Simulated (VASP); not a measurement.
# SnO2 (P2/m) in VASP: single point with LDA

Aim: the single point of SnO2 with LDA.

Program: VASP 6.6.1. These are calculated values, not measurements. Logs are shortened: lines on timing, memory, paths and dates and some standing lists are left out, and cuts for length are marked.

## (1) The cell of the first run

The typed cell holds 6 atoms: a = 4.721 Å, b = 4.724 Å, c = 3.190 Å, α = 90.00°, β = 90.00°, γ = 89.28°.

## (2) Single point, LDA (strain +0.0125 x Voigt [0, 0, 0, 0, 0, 1])

The input, INCAR:

```
PREC = Accurate
ENCUT = 520
EDIFF = 1E-6
ISMEAR = 0
SIGMA = 0.05
LREAL = False
LASPH = True
NELM = 80
ALGO = Normal
ISIF = 2
LWAVE = False
LCHARG = False
GGA = CA
NBANDS = 35
```

The input, KPOINTS:

```
Automatic mesh
0
Gamma
  6 6 8
```

The input, POSCAR:

```
SnO2
1.0
    4.7212714757      0.0295079467      0.0000000000
    0.0295265405      4.7242464866      0.0000000000
    0.0000000000      0.0000000000      3.1900194031
Sn O
2 4
Direct
    0.5000000000      0.5000000000      0.5000000000
    0.0000000000      0.0000000000      0.0000000000
    0.3055669669      0.3065721211      0.0000000000
    0.8055669669      0.1934278789      0.5000000000
    0.1944330331      0.8065721211      0.5000000000
    0.6944330331      0.6934278789      0.0000000000
```

Potentials or basis: VASP PAW LDA potentials, release 64 (Sn_d, O).

Command:

```console
cat potpaw_LDA.64/Sn_d/POTCAR potpaw_LDA.64/O/POTCAR > POTCAR
mpirun -np 1 vasp_std > vasp.out
```

OUTCAR:

```text
PREC = Accurate
   ENCUT = 520
   EDIFF = 1E-6
   ISMEAR = 0
   LREAL = False
   LASPH = True
   NELM = 80
   ISIF = 2
   GGA = CA

 ion  position               nearest neighbor table
   1  0.500  0.500  0.500-   4 2.03   5 2.03   3 2.06   6 2.06   3 2.06   6 2.06   2 3.68   2 3.68
                             2 3.68   2 3.68   2 3.72   2 3.72   2 3.72   2 3.72
   2  0.000  0.000  0.000-   4 2.05   5 2.05   4 2.05   5 2.05   3 2.06   6 2.06   1 3.68   1 3.68
                             1 3.68   1 3.68   1 3.72   1 3.72   1 3.72   1 3.72
   3  0.306  0.307  0.000-   2 2.06   1 2.06   1 2.06
   4  0.806  0.193  0.500-   1 2.03   2 2.05   2 2.05
   5  0.194  0.807  0.500-   1 2.03   2 2.05   2 2.05
   6  0.694  0.693  0.000-   2 2.06   1 2.06   1 2.06

  LATTYP: Found a simple monoclinic cell.
 ALAT       =     4.7213636871
 B/A-ratio  =     0.6756563600
 C/A-ratio  =     1.0006301292
 COS(beta)  =    -0.0124995117

  Lattice vectors:

 A1 = (   4.7212714757,   0.0295079467,   0.0000000000)
 A2 = (   0.0000000000,   0.0000000000,   3.1900194031)
 A3 = (  -0.0295265405,  -4.7242464866,   0.0000000000)

Analysis of symmetry for initial positions (statically):
=====================================================================
 Subroutine PRICEL returns:
 Original cell was already a primitive cell.

 Routine SETGRP: Setting up the symmetry group for a
 simple monoclinic supercell.

 Subroutine GETGRP returns: Found  4 space group operations
 (whereof  4 operations were pure point group operations)
 out of a pool of  4 trial point group operations.

The static configuration has the point symmetry C_2h.

Analysis of symmetry for dynamics (positions and initial velocities):
=====================================================================
 Subroutine PRICEL returns:
 Original cell was already a primitive cell.

 Routine SETGRP: Setting up the symmetry group for a
 simple monoclinic supercell.

 Subroutine GETGRP returns: Found  4 space group operations
 (whereof  4 operations were pure point group operations)
 out of a pool of  4 trial point group operations.

The dynamic configuration has the point symmetry C_2h.

 Subroutine INISYM returns: Found  4 space group operations
 (whereof  4 operations are pure point group operations),
 and found     1 'primitive' translations

----------------------------------------------------------------------------------------

                                     Primitive cell

  volume of cell :      71.1488

  direct lattice vectors                    reciprocal lattice vectors
     4.721271476  0.029507947  0.000000000     0.211815624 -0.001323848  0.000000000
     0.029526541  4.724246487  0.000000000    -0.001323014  0.211682237  0.000000000
     0.000000000  0.000000000  3.190019403     0.000000000  0.000000000  0.313477717

  length of vectors
     4.721363687  4.724338756  3.190019403     0.211819761  0.211686371  0.313477717

  position of ions in fractional coordinates (direct lattice)
     0.500000000  0.500000000  0.500000000
     0.000000000  0.000000000  0.000000000
     0.305566967  0.306572121  0.000000000
     0.805566967  0.193427879  0.500000000
     0.194433033  0.806572121  0.500000000
     0.694433033  0.693427879  0.000000000

  ion indices of the primitive-cell ions
   primitive index   ion index
                 1           1
                 2           2
                 3           3
                 4           4
                 5           5
                 6           6

----------------------------------------------------------------------------------------

 KPOINTS: Automatic mesh

Automatic generation of k-mesh.
 Grid dimensions read from file:
 generate k-points for:    6    6    8

 Generating k-lattice:

  Cartesian coordinates                     Fractional coordinates (reciprocal lattice)
     0.035302604 -0.000220641  0.000000000     0.166666667  0.000000000  0.000000000
    -0.000220502  0.035280373  0.000000000     0.000000000  0.166666667  0.000000000
     0.000000000  0.000000000  0.039184715     0.000000000  0.000000000  0.125000000

  Length of vectors
     0.035303294  0.035281062  0.039184715

  Shift w.r.t. Gamma in fractional coordinates (k-lattice)
     0.000000000  0.000000000  0.000000000

 Subroutine IBZKPT returns following result:
 ===========================================

 Found    100 irreducible k-points:

 Following reciprocal coordinates:
            Coordinates               Weight
  0.000000  0.000000  0.000000      1.000000
  0.166667 -0.000000  0.000000      2.000000
  0.333333 -0.000000  0.000000      2.000000
  0.500000 -0.000000  0.000000      1.000000
  0.000000  0.166667  0.000000      2.000000
  0.166667  0.166667  0.000000      2.000000
[... 16 lines left out ...]
  0.333333 -0.000000  0.125000      4.000000
  0.500000 -0.000000  0.125000      2.000000
 [... further k-points ...]
   k-points           NKPTS =    100   k-points in BZ     NKDIM =    100   number of bands    NBANDS=     35
   number of dos      NEDOS =    301   number of ions     NIONS =      6
   total plane-waves  NPLWV =  31104
   dimension x,y,z NGX =    36 NGY =   36 NGZ =   24
   dimension x,y,z NGXF=    72 NGYF=   72 NGZF=   48
   ions per type =               2   4
   NGX,Y,Z   is equivalent  to a cutoff of  12.68, 12.67, 12.51 a.u.
   NGXF,Y,Z  is equivalent  to a cutoff of  25.35, 25.34, 25.01 a.u.
 SYSTEM =  unknown system
   PREC   = accura    normal or accurate (medium, high low for compatibility)
   ISTART =      0    job   : 0-new  1-cont  2-samecut
   ICHARG =      2    charge: 1-file 2-atom 10-const
   ISPIN  =      1    spin polarized calculation?
   LNONCOLLINEAR =      F non collinear calculations
   LSORBIT =      F    spin-orbit coupling
   LASPH  =      T    aspherical Exc in radial PAW
   ENCUT  =  520.0 eV  38.22 Ry    6.18 a.u.   8.78  8.78  5.93*2*pi/ulx,y,z
   NELM   =     80;   NELMIN=  2; NELMDL= -5     # of ELM steps
   EDIFF  = 0.1E-05   stopping-criterion for ELM
   LREAL  =      F    real-space projection
   EDIFFG = 0.1E-04   stopping-criterion for IOM
   NSW    =      0    number of steps for IOM
   IBRION =     -1    ionic relax: 0-MD 1-quasi-New 2-CG
   NFREE  =      0    steps in history (QN), initial steepest desc. (CG)
   ISIF   =      2    stress and relaxation
   ISYM   =      2    0-nonsym 1-usesym 2-fastsym
   POTIM  = 0.5000    time-step for ionic-motion
   TEBEG  =    0.0;   TEEND  =   0.0 temperature during run
   PSTRESS=    0.0 pullay stress
   NELECT =      52.0000    total number of electrons
   NUPDOWN=      -1.0000    fix difference up-down
   EMIN   =  10.00;   EMAX   =-10.00  energy-range for DOS
   EFERMI =   0.00;   METHOD = LEGACY
   ISMEAR =     0;   SIGMA  =   0.05  broadening in eV -4-tet -1-fermi 0-gaus
   EFERMI_NEDOS =   21; number of points for ismear=-14 and -15
   IALGO  =     38    algorithm
   IMIX   =      4    mixing-type and parameters
     AMIX     =   0.40;   BMIX     =  1.00
     AMIX_MAG =   1.60;   BMIX_MAG =  1.00
  volume/ion in A,a.u.               =      11.86        80.02
  Fermi-wavevector in a.u.,A,eV,Ry     =   1.474642  2.786670 29.586815  2.174570
  Thomas-Fermi vector in A             =   2.589389
   LORBIT       =      0    0 simple, 1 ext, 2 COOP (PROOUT), +10 PAW based schemes
   GGA     = CA    functional components
   LHFCALC =     F    Hartree Fock is set to
   AEXX    =    0.0000 exact exchange contribution
   IVDW    =     0    specifies the selected vdW correction
   LEPSILON=     F    determine dielectric tensor
   LRPA    =     F    only Hartree local field effects (RPA)
 non-spin polarized calculation
 Gauss-broadening in eV      SIGMA  =   0.05
  energy-cutoff  :      520.00
  volume of cell :       71.15
 maximum number of plane-waves:      1940
   NGX = 17   NGY = 17   NGZ = 11

 number of electron      51.9999989 magnetization

 Free energy of the ion-electron system (eV)
  ---------------------------------------------------
  ext. energy  EPLUGINS =         0.00000000
  ---------------------------------------------------
  free energy    TOTEN  =       -42.27255729 eV

  energy without entropy =      -42.27255729  energy(sigma->0) =      -42.27255729

 E-fermi :   6.2172     XC(G=0): -11.8308

 val. band max:        5.9339548407   @ k =   0.0000   0.0000   0.0000
 cond. band min:       7.1301543757   @ k =   0.0000   0.0000   0.0000
 fundamental gap:      1.1961995350
 Fermi energy:         6.2172066085

 k-point     1 :       0.0000    0.0000    0.0000
  band No.  band energies     occupation
      1     -15.0897      2.00000
      2     -14.3043      2.00000
      3     -14.0455      2.00000
      4     -14.0312      2.00000
      5     -13.9754      2.00000
      6     -13.9294      2.00000
[... 27 lines left out ...]
     34      18.0130      0.00000
     35      18.3151      0.00000

 k-point     2 :       0.1667   -0.0000    0.0000
  band No.  band energies     occupation
      1     -15.0466      2.00000
      2     -14.3532      2.00000
      3     -14.0436      2.00000
      4     -14.0337      2.00000
      5     -13.9731      2.00000
      6     -13.9620      2.00000
[... 27 lines left out ...]
     34      17.9213      0.00000
     35      18.2741      0.00000

 k-point     3 :       0.3333   -0.0000    0.0000
  band No.  band energies     occupation
      1     -14.9219      2.00000
      2     -14.5123      2.00000
      3     -14.0425      2.00000
      4     -14.0396      2.00000
      5     -13.9946      2.00000
      6     -13.9683      2.00000
[... 27 lines left out ...]
     34      17.9470      0.00000
     35      18.2185      0.00000
[... 723 lines left out ...]
 k-point    23 :       0.3333   -0.0000    0.1250
  band No.  band energies     occupation
      1     -14.8651      2.00000
      2     -14.4916      2.00000
      3     -14.1717      2.00000
      4     -14.1366      2.00000
      5     -13.9781      2.00000
      6     -13.9305      2.00000
[... 27 lines left out ...]
     34      18.0038      0.00000
     35      18.2094      0.00000

 k-point    24 :       0.5000   -0.0000    0.1250
  band No.  band energies     occupation
      1     -14.7022      2.00000
      2     -14.6855      2.00000
      3     -14.1707      2.00000
      4     -14.1395      2.00000
      5     -13.9662      2.00000
      6     -13.9376      2.00000
[... 27 lines left out ...]
     34      18.2009      0.00000
     35      18.3450      0.00000

 [... further k-points ...]

------------------------ aborting loop because EDIFF is reached ----------------------------------------

  FORCE on cell =-STRESS in cart. coord.  units (eV):
  Direction    XX          YY          ZZ          XY          YZ          ZX
  --------------------------------------------------------------------------------------
  -------------------------------------------------------------------------------------
  Total        0.4144471      0.4095110      0.6283589     -1.1625855      0.0000000      0.0000000
  in kB        9.3327975      9.2216427     14.1498061    -26.1798778      0.0000000      0.0000000
  external PRESSURE =      10.9014155 kB  Pullay stress =       0.0000000 kB

 VOLUME and BASIS-vectors are now :
 -----------------------------------------------------------------------------
  energy-cutoff  :      520.00
  volume of cell :       71.15
      direct lattice vectors                 reciprocal lattice vectors
     4.721271476  0.029507947  0.000000000     0.211815624 -0.001323848  0.000000000
     0.029526541  4.724246487  0.000000000    -0.001323014  0.211682237  0.000000000
     0.000000000  0.000000000  3.190019403     0.000000000  0.000000000  0.313477717

 POSITION                                       TOTAL-FORCE (eV/Angst)
 -----------------------------------------------------------------------------------
      2.37540      2.37688      1.59501         0.000000      0.000000      0.000000
      0.00000      0.00000      0.00000         0.000000      0.000000      0.000000
      1.45172      1.45734      0.00000        -0.042934     -0.045496     -0.000000
      3.80901      0.93757      1.59501         0.019063     -0.017678      0.000000
      0.94179      3.81618      1.59501        -0.019063      0.017678     -0.000000
      3.29908      3.29642      0.00000         0.042934      0.045496      0.000000
 -----------------------------------------------------------------------------------
    total drift:                                0.000000      0.000000      0.000000

  FREE ENERGIE OF THE ION-ELECTRON SYSTEM (eV)
  ---------------------------------------------------
  free  energy   TOTEN  =       -42.2725572862 eV

  energy  without entropy=      -42.2725572862  energy(sigma->0) =      -42.27255729
```

Run time: 71 s. Hardware: 1 thread of Intel Xeon 6975P-C (Granite Rapids), shared host; peak memory 0.28 GiB.

What came out:

```
Free energy            : -42.2726 eV
Pressure               : 1.1 GPa
Largest force          : 0.063 eV/Å
Band gap on the k mesh : 1.20 eV
```

Forces on the atoms (eV/Å):
```
Sn   0.000  0.000  0.000
Sn   0.000  0.000  0.000
O   -0.043 -0.045  0.000
O    0.019 -0.018  0.000
O   -0.019  0.018  0.000
O    0.043  0.045  0.000
```

Caveat: the cell differs from its parent crystal (strain +0.0125 x Voigt [0, 0, 0, 0, 0, 1]); spin-orbit coupling is left out, which moves the levels of the heavy elements.
